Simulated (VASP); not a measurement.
# Ba2Tl5V3O12 (P-3m1) in VASP: settings compared

The runs below take Ba2Tl5V3O12 through single point, with revPBE, BLYP, r2SCAN+D4.

Program: VASP 6.6.1. These are calculated values, not measurements. Logs are shortened: lines on timing, memory, paths and dates and some standing lists are left out, and cuts for length are marked.

## Step 1: The cell of the first run

The structure is trigonal, space group P-3m1 (No. 164). The conventional cell has a = 8.248 Å, b = 8.248 Å, c = 7.051 Å, α = 90.00°, β = 90.00°, γ = 120.00°. Ba (site symmetry 3m) has 6 O at 2.85 Å and 2 Ba at 3.29 to 3.76 Å within 3.8 Å. V (site symmetry 2/m) has 4 O at 1.83 Å within 2.4 Å. Within 3.6 Å of Tl (site symmetry 2/m) lie 4 O at 2.59 Å and 2 Tl at 3.08 Å and 2 V at 3.53 Å. Within 3.6 Å of Tl (site symmetry 3m) lie 6 O at 2.75 Å and 3 V at 2.85 Å and 3 Tl at 3.08 Å. Within 2.4 Å of O (site symmetry 1) lie 1 V at 1.83 Å.

## Step 2: Single point, revPBE, collinear spin, ferromagnetic start

The input, INCAR:

```
SYSTEM = Ba2Tl5V3O12
PREC = Accurate
ENCUT = 520
EDIFF = 1E-7
ISMEAR = -1
SIGMA = 0.05
LREAL = Auto
LASPH = .TRUE.
NELM = 150
ALGO = Normal
ISIF = 2
LWAVE = .FALSE.
LCHARG = .FALSE.
ISPIN = 2
MAGMOM = 0 0 2 2 2 0 0 0 0 0 0 0 0 0 0 0 0 0 0 0 0 0
LORBIT = 11
LMAXMIX = 4
GGA = RE
NBANDS = 119
KPAR = 4
```

The input, KPOINTS:

```
Automatic mesh
0
G
  3 3 3
  0 0 0
```

The input, POSCAR:

```
Ba2Tl5V3O12
1.0
    8.2483311537      0.0000029201      0.0000000000
   -4.1241681057      7.1432628579      0.0000000000
    0.0000000000      0.0000000000      7.0511462840
Ba V Tl O
2 3 5 12
Direct
    0.0000000000      0.0000000000      0.2330542385
    0.0000000000      0.0000000000      0.7669457615
    0.5000000000      0.0000000000      0.0000000000
    0.0000000000      0.5000000000      0.0000000000
    0.5000000000      0.5000000000      0.0000000000
    0.5000000000      0.0000000000      0.5000000000
    0.0000000000      0.5000000000      0.5000000000
    0.5000000000      0.5000000000      0.5000000000
    0.3333333333      0.6666666667      0.2227924623
    0.6666666667      0.3333333333      0.7772075377
    0.3403607364      0.3441040531      0.8173631185
    0.6558959469      0.9962566832      0.8173631185
    0.0037433168      0.6596392636      0.8173631185
    0.3441040531      0.3403607364      0.1826368815
    0.9962566832      0.6558959469      0.1826368815
    0.6596392636      0.0037433168      0.1826368815
    0.6596392636      0.6558959469      0.1826368815
    0.3441040531      0.0037433168      0.1826368815
    0.9962566832      0.3403607364      0.1826368815
    0.6558959469      0.6596392636      0.8173631185
    0.0037433168      0.3441040531      0.8173631185
    0.3403607364      0.9962566832      0.8173631185
```

Potentials or basis: VASP PAW PBE potentials, release 64 (Ba_sv, V_sv, Tl_d, O).

Run with:

```
$ cat potpaw_PBE.64/Ba_sv/POTCAR potpaw_PBE.64/V_sv/POTCAR potpaw_PBE.64/Tl_d/POTCAR potpaw_PBE.64/O/POTCAR > POTCAR
$ mpirun -np 4 vasp_std > vasp.out
```

OUTCAR:

```text
SYSTEM = Ba2Tl5V3O12
   PREC = Accurate
   ENCUT = 520
   EDIFF = 1E-7
   ISMEAR = -1
   LREAL = Auto
   LASPH = .TRUE.
   NELM = 150
   ISIF = 2
   ISPIN = 2
   LORBIT = 11
   GGA = RE

 ion  position               nearest neighbor table
   1  0.000  0.000  0.233-  18 2.85  15 2.85  14 2.85  17 2.85  16 2.85  19 2.85   2 3.29   2 3.76

   2  0.000  0.000  0.767-  12 2.85  21 2.85  20 2.85  11 2.85  22 2.85  13 2.85   1 3.29   1 3.76

   3  0.500  0.000  0.000-  16 1.83  22 1.83  18 1.83  12 1.83   9 2.85  10 2.85   6 3.53   6 3.53
[... 13 lines left out ...]
  10  0.667  0.333  0.777-  11 2.75  20 2.75  21 2.75  12 2.75  13 2.75  22 2.75   4 2.85   3 2.85
                             5 2.85   7 3.08   6 3.08   8 3.08
  11  0.340  0.344  0.817-   5 1.83   8 2.59  10 2.75   2 2.85
  12  0.656  0.996  0.817-   3 1.83   6 2.59  10 2.75   2 2.85
  13  0.004  0.660  0.817-   4 1.83   7 2.59  10 2.75   2 2.85
  14  0.344  0.340  0.183-   5 1.83   8 2.59   9 2.75   1 2.85
  15  0.996  0.656  0.183-   4 1.83   7 2.59   9 2.75   1 2.85
  16  0.660  0.004  0.183-   3 1.83   6 2.59   9 2.75   1 2.85
  17  0.660  0.656  0.183-   5 1.83   8 2.59   9 2.75   1 2.85
  18  0.344  0.004  0.183-   3 1.83   6 2.59   9 2.75   1 2.85
  19  0.996  0.340  0.183-   4 1.83   7 2.59   9 2.75   1 2.85
  20  0.656  0.660  0.817-   5 1.83   8 2.59  10 2.75   2 2.85
  21  0.004  0.344  0.817-   4 1.83   7 2.59  10 2.75   2 2.85
  22  0.340  0.996  0.817-   3 1.83   6 2.59  10 2.75   2 2.85

  LATTYP: Found a hexagonal cell.
 ALAT       =     8.2483311537
 C/A-ratio  =     0.8548573224

  Lattice vectors:

 A1 = (   8.2483311537,   0.0000029201,   0.0000000000)
 A2 = (  -4.1241681057,   7.1432628579,   0.0000000000)
 A3 = (   0.0000000000,   0.0000000000,   7.0511462840)

Analysis of symmetry for initial positions (statically):
=====================================================================
 Subroutine PRICEL returns:
 Original cell was already a primitive cell.

 Routine SETGRP: Setting up the symmetry group for a
 hexagonal supercell.

 Subroutine GETGRP returns: Found 12 space group operations
 (whereof 12 operations were pure point group operations)
 out of a pool of 24 trial point group operations.

The static configuration has the point symmetry D_3d.

Analysis of symmetry for dynamics (positions and initial velocities):
=====================================================================
 Subroutine PRICEL returns:
 Original cell was already a primitive cell.

 Routine SETGRP: Setting up the symmetry group for a
 hexagonal supercell.

 Subroutine GETGRP returns: Found 12 space group operations
 (whereof 12 operations were pure point group operations)
 out of a pool of 24 trial point group operations.

The dynamic configuration has the point symmetry D_3d.

Analysis of structural, dynamic, and magnetic symmetry:
=====================================================================
 Subroutine PRICEL returns:
 Original cell was already a primitive cell.

 Routine SETGRP: Setting up the symmetry group for a
 hexagonal supercell.

 Subroutine GETGRP returns: Found 12 space group operations
 (whereof 12 operations were pure point group operations)
 out of a pool of 24 trial point group operations.

The overall configuration has the point symmetry D_3d.

 Subroutine INISYM returns: Found 12 space group operations
 (whereof 12 operations are pure point group operations),
 and found     1 'primitive' translations

----------------------------------------------------------------------------------------

                                     Primitive cell

  volume of cell :     415.4536

  direct lattice vectors                    reciprocal lattice vectors
     8.248331154  0.000002920  0.000000000     0.121236621  0.069996053  0.000000000
    -4.124168106  7.143262858  0.000000000    -0.000000050  0.139992020  0.000000000
     0.000000000  0.000000000  7.051146284     0.000000000  0.000000000  0.141820912

  length of vectors
     8.248331154  8.248331154  7.051146284     0.139992020  0.139992020  0.141820912

  position of ions in fractional coordinates (direct lattice)
     0.000000000  0.000000000  0.233054239
     0.000000000  0.000000000  0.766945761
     0.500000000  1.000000000  0.000000000
     0.000000000  0.500000000  0.000000000
     0.500000000  0.500000000  0.000000000
     0.500000000  1.000000000  0.500000000
[... 84 lines left out ...]
   NGXF,Y,Z  is equivalent  to a cutoff of  25.80, 25.80, 25.46 a.u.
 SYSTEM =  Ba2Tl5V3O12
   PREC   = accura    normal or accurate (medium, high low for compatibility)
   ISTART =      0    job   : 0-new  1-cont  2-samecut
   ICHARG =      2    charge: 1-file 2-atom 10-const
   ISPIN  =      2    spin polarized calculation?
   LNONCOLLINEAR =      F non collinear calculations
   LSORBIT =      F    spin-orbit coupling
   LASPH  =      T    aspherical Exc in radial PAW
   ENCUT  =  520.0 eV  38.22 Ry    6.18 a.u.  15.34 15.34 13.11*2*pi/ulx,y,z
   NELM   =    150;   NELMIN=  2; NELMDL= -5     # of ELM steps
   EDIFF  = 0.1E-06   stopping-criterion for ELM
   LREAL  =      T    real-space projection
   EDIFFG = 0.1E-05   stopping-criterion for IOM
   NSW    =      0    number of steps for IOM
   IBRION =     -1    ionic relax: 0-MD 1-quasi-New 2-CG
   NFREE  =      0    steps in history (QN), initial steepest desc. (CG)
   ISIF   =      2    stress and relaxation
   ISYM   =      2    0-nonsym 1-usesym 2-fastsym
   POTIM  = 0.5000    time-step for ionic-motion
   TEBEG  =    0.0;   TEEND  =   0.0 temperature during run
   PSTRESS=    0.0 pullay stress
   NELECT =     196.0000    total number of electrons
   NUPDOWN=      -1.0000    fix difference up-down
   EMIN   =  10.00;   EMAX   =-10.00  energy-range for DOS
   EFERMI =   0.00;   METHOD = LEGACY
   ISMEAR =    -1;   SIGMA  =   0.05  broadening in eV -4-tet -1-fermi 0-gaus
   EFERMI_NEDOS =   21; number of points for ismear=-14 and -15
   IALGO  =     38    algorithm
   IMIX   =      4    mixing-type and parameters
     AMIX     =   0.40;   BMIX     =  1.00
     AMIX_MAG =   1.60;   BMIX_MAG =  1.00
  volume/ion in A,a.u.               =      18.88       127.44
  Fermi-wavevector in a.u.,A,eV,Ry     =   1.274440  2.408342 22.098541  1.624197
  Thomas-Fermi vector in A             =   2.407208
   LORBIT       =     11    0 simple, 1 ext, 2 COOP (PROOUT), +10 PAW based schemes
   GGA     = RE    functional components
   LHFCALC =     F    Hartree Fock is set to
   AEXX    =    0.0000 exact exchange contribution
   IVDW    =     0    specifies the selected vdW correction
   LEPSILON=     F    determine dielectric tensor
   LRPA    =     F    only Hartree local field effects (RPA)
 spin polarized calculation
  energy-cutoff  :      520.00
  volume of cell :      415.45
 maximum number of plane-waves:     11247
 NGX is ok and might be reduce to    64
   NGX = 31   NGY = 31   NGZ = 27

 number of electron     195.9999994 magnetization      -0.1079413

 number of electron     195.9999993 magnetization       0.0036631

 Free energy of the ion-electron system (eV)
  ---------------------------------------------------
  ext. energy  EPLUGINS =         0.00000000
  ---------------------------------------------------
  free energy    TOTEN  =      -120.61177549 eV

  energy without entropy =     -120.52767715  energy(sigma->0) =     -120.56972632

 E-fermi :   3.3389     XC(G=0):  -9.2340

 val. band max:        3.3376801634   @ k =   0.3333   0.3333   0.3333
 cond. band min:       3.3588190327   @ k =   0.0000   0.3333   0.3333
 fundamental gap:      0.0211388693
 Fermi energy:         3.3389308222

 spin component 1

 k-point     1 :       0.0000    0.0000    0.0000
  band No.  band energies     occupation
      1     -61.6433      1.00000
      2     -61.6432      1.00000
      3     -61.6432      1.00000
      4     -35.5188      1.00000
      5     -35.5156      1.00000
      6     -35.5156      1.00000
[... 780 lines left out ...]
    109       5.4618      0.00000
    110       5.4618      0.00000
 Fermi energy:         3.3389308222

 spin component 2

 k-point     1 :       0.0000    0.0000    0.0000
  band No.  band energies     occupation
      1     -61.6434      1.00000
      2     -61.6433      1.00000
      3     -61.6433      1.00000
      4     -35.5190      1.00000
      5     -35.5157      1.00000
      6     -35.5157      1.00000
[... 780 lines left out ...]
    109       5.4619      0.00000
    110       5.4619      0.00000
 [bands above 110 left out]

------------------------ aborting loop because EDIFF is reached ----------------------------------------

  FORCE on cell =-STRESS in cart. coord.  units (eV):
  Direction    XX          YY          ZZ          XY          YZ          ZX
  --------------------------------------------------------------------------------------
  -------------------------------------------------------------------------------------
  Total        1.3037544      1.3037544      1.1551593      0.0000000     -0.0000000      0.0000000
  in kB        5.0278675      5.0278675      4.4548177      0.0000000     -0.0000000      0.0000000
  external PRESSURE =       4.8368509 kB  Pullay stress =       0.0000000 kB

 VOLUME and BASIS-vectors are now :
 -----------------------------------------------------------------------------
  energy-cutoff  :      520.00
  volume of cell :      415.45
      direct lattice vectors                 reciprocal lattice vectors
     8.248331154  0.000002920  0.000000000     0.121236621  0.069996053  0.000000000
    -4.124168106  7.143262858  0.000000000    -0.000000050  0.139992020  0.000000000
     0.000000000  0.000000000  7.051146284     0.000000000  0.000000000  0.141820912

 POSITION                                       TOTAL-FORCE (eV/Angst)
 -----------------------------------------------------------------------------------
      0.00000      0.00000      1.64330         0.000000      0.000000      0.105441
      0.00000      0.00000      5.40785         0.000000      0.000000     -0.105441
      4.12417      0.00000      0.00000         0.000000      0.000000      0.000000
     -2.06208      3.57163      0.00000         0.000000      0.000000      0.000000
      2.06208      3.57163      0.00000         0.000000      0.000000      0.000000
      4.12417      0.00000      3.52557         0.000000      0.000000      0.000000
[... 14 lines left out ...]
     -1.38827      2.45803      5.76335         0.015963     -0.013171     -0.048871
     -1.30132      7.11652      5.76335        -0.019388     -0.007238     -0.048871
 -----------------------------------------------------------------------------------
    total drift:                                0.000000      0.000000      0.000000

  FREE ENERGIE OF THE ION-ELECTRON SYSTEM (eV)
  ---------------------------------------------------
  free  energy   TOTEN  =      -120.6117754856 eV

  energy  without entropy=     -120.5276771541  energy(sigma->0) =     -120.56972632

 total charge

# of ion       s       p       d       tot
------------------------------------------
    1        1.993   5.623   0.231   7.848
    2        1.993   5.623   0.231   7.848
    3        2.283   6.377   2.974  11.634
    4        2.283   6.377   2.974  11.634
    5        2.283   6.377   2.974  11.634
    6        1.135   0.277   9.700  11.111
[... 14 lines left out ...]
   21        1.591   3.343   0.000   4.934
   22        1.591   3.343   0.000   4.934
--------------------------------------------------
tot         35.581  72.163  57.852 165.595

 magnetization (x)

# of ion       s       p       d       tot
------------------------------------------
    1       -0.000  -0.000  -0.000  -0.000
    2       -0.000  -0.000  -0.000  -0.000
    3       -0.000  -0.000  -0.000  -0.000
    4       -0.000  -0.000  -0.000  -0.000
    5       -0.000  -0.000  -0.000  -0.000
    6        0.000   0.000   0.000   0.000
[... 14 lines left out ...]
   21        0.000   0.000   0.000   0.000
   22        0.000   0.000   0.000   0.000
--------------------------------------------------
tot          0.001   0.003  -0.000   0.003
```

Wall time 6.8 min (4 MPI ranks of Intel Xeon Platinum 8488C (Sapphire Rapids), shared host); peak memory 0.99 GiB.

Results:

- Free energy: -120.6118 eV
- Pressure: 0.5 GPa
- Largest force: 0.105 eV/Å
- Band gap on the k mesh: zero (filled and empty bands overlap)
- Net moment: 0.00 μB per cell
- Valence electrons inside the program's atomic spheres: Ba 7.85; V 11.63; Tl 11.11, 11.23 (each value once); O 4.93

Forces on the atoms (eV/Å):
```
Ba   0.000  0.000  0.105
Ba   0.000  0.000 -0.105
V    0.000  0.000  0.000
V    0.000  0.000  0.000
V    0.000  0.000  0.000
Tl   0.000  0.000  0.000
Tl   0.000  0.000  0.000
Tl   0.000  0.000  0.000
Tl   0.000  0.000  0.003
Tl   0.000  0.000 -0.003
O   -0.016 -0.013 -0.049
O    0.019 -0.007 -0.049
O   -0.003  0.020 -0.049
O   -0.003 -0.020  0.049
O   -0.016  0.013  0.049
O    0.019  0.007  0.049
O    0.016  0.013  0.049
O   -0.019  0.007  0.049
O    0.003 -0.020  0.049
O    0.003  0.020 -0.049
O    0.016 -0.013 -0.049
O   -0.019 -0.007 -0.049
```

Caveat: the moments typed at the start vanished in this run; the PAW data sets were made with another functional, which shifts forces and pressure a little; spin-orbit coupling is left out, which moves the levels of the heavy elements; semilocal functionals often make such compounds metallic where correlation or magnetic order opens a gap, which also shifts bond lengths. With open d or f shells a metallic result of revPBE can be an artefact of self-interaction; +U or a hybrid may open a gap.

## Step 3: Single point, BLYP, collinear spin, ferromagnetic start

This run uses another cell than the first one, of 18.12 Å³/atom.

INCAR: that of step 2 with these lines changed.

```diff
@@ -12,3 +12,3 @@
 LWAVE = .FALSE.
-LCHARG = .FALSE.
+LCHARG = .TRUE.
 ISPIN = 2
@@ -17,3 +17,8 @@
 LMAXMIX = 4
-GGA = RE
+GGA = B5
+ALDAX = 1.0
+AGGAX = 1.0
+AGGAC = 1.0
+ALDAC = 0.0
+LVHAR = .TRUE.
 NBANDS = 119
```

KPOINTS is that of step 2.

The input, POSCAR:

```
Ba2Tl5V3O12
1.0
    8.1542100000      0.0000000000      0.0000000000
   -4.0771100000      7.0617600000      0.0000000000
    0.0000000000      0.0000000000      6.9212800000
Ba V Tl O
2 3 5 12
Direct
    0.0000000000      0.0000000000      0.2355200000
    0.0000000000      0.0000000000      0.7644800000
    0.5000000000      0.0000000000      0.0000000000
    0.0000000000      0.5000000000      0.0000000000
    0.5000000000      0.5000000000      0.0000000000
    0.5000000000      0.0000000000      0.5000000000
    0.0000000000      0.5000000000      0.5000000000
    0.5000000000      0.5000000000      0.5000000000
    0.3333300000      0.6666700000      0.2248900000
    0.6666700000      0.3333300000      0.7751100000
    0.3389000000      0.3433400000      0.8144400000
    0.6566600000      0.9955600000      0.8144400000
    0.0044400000      0.6611000000      0.8144400000
    0.3433400000      0.3389000000      0.1855600000
    0.9955600000      0.6566600000      0.1855600000
    0.6611000000      0.0044400000      0.1855600000
    0.6611000000      0.6566600000      0.1855600000
    0.3433400000      0.0044400000      0.1855600000
    0.9955600000      0.3389000000      0.1855600000
    0.6566600000      0.6611000000      0.8144400000
    0.0044400000      0.3433400000      0.8144400000
    0.3389000000      0.9955600000      0.8144400000
```

Potentials or basis: VASP PAW PBE potentials, release 64 (Ba_sv, V_sv, Tl_d, O).

Run with:

```
$ cat potpaw_PBE.64/Ba_sv/POTCAR potpaw_PBE.64/V_sv/POTCAR potpaw_PBE.64/Tl_d/POTCAR potpaw_PBE.64/O/POTCAR > POTCAR
$ mpirun -np 4 vasp_std > vasp.out
```

It took 15 min on 4 MPI ranks of Intel Xeon Platinum 8488C (Sapphire Rapids), shared host; peak memory 1.1 GiB.

It converged, with:

| Quantity | Value |
| --- | --- |
| Free energy | -119.7497 eV |
| Pressure | 4.5 GPa |
| Largest force | 0.310 eV/Å |
| Band gap on the k mesh | zero (filled and empty bands overlap) |
| Net moment | 0.00 μB per cell |
| Valence electrons inside the program's atomic spheres | Ba 7.85; V 11.67; Tl 11.13, 11.27 (each value once); O 4.94 |

Forces in eV/Å, atoms in the order of the input:
```
Ba   0.000  0.000  0.200
Ba   0.000  0.000 -0.200
V    0.000  0.000  0.000
V    0.000  0.000  0.000
V    0.000  0.000  0.000
Tl   0.000  0.000  0.000
Tl   0.000  0.000  0.000
Tl   0.000  0.000  0.000
Tl   0.000  0.000  0.016
Tl   0.000  0.000 -0.016
O   -0.194 -0.171 -0.171
O    0.245 -0.082 -0.171
O   -0.051  0.253 -0.171
O   -0.051 -0.253  0.171
O   -0.194  0.171  0.171
O    0.245  0.082  0.171
O    0.194  0.171  0.171
O   -0.245  0.082  0.171
O    0.051 -0.253  0.171
O    0.051  0.253 -0.171
O    0.194 -0.171 -0.171
O   -0.245 -0.082 -0.171
```

Stress tensor (GPa, compression positive):
```
4.23 0.00 0.00
0.00 4.23 0.00
0.00 0.00 5.13
```

Levels at points of the mesh, in eV from the Fermi level:
Spin up:
```csv
k point,band 95,band 96,band 97,band 98,band 99,band 100
"(0.00, 0.00, 0.00)",-0.74,-0.74,-0.60,-0.38,0.01,0.49
```
Spin down:
```
           k point  band 95  band 96  band 97  band 98  band 99  band 100
(0.00, 0.00, 0.00)    -0.74    -0.74    -0.60    -0.38     0.01      0.49
```

Caveat: the cell stands under pressure; the moments typed at the start vanished in this run; the PAW data sets were made with another functional, which shifts forces and pressure a little; spin-orbit coupling is left out, which moves the levels of the heavy elements; semilocal functionals often make such compounds metallic where correlation or magnetic order opens a gap, which also shifts bond lengths.

[end of part 1 of 2]

The gap in the log of VASP goes by the Fermi energy; the results here count the filled bands.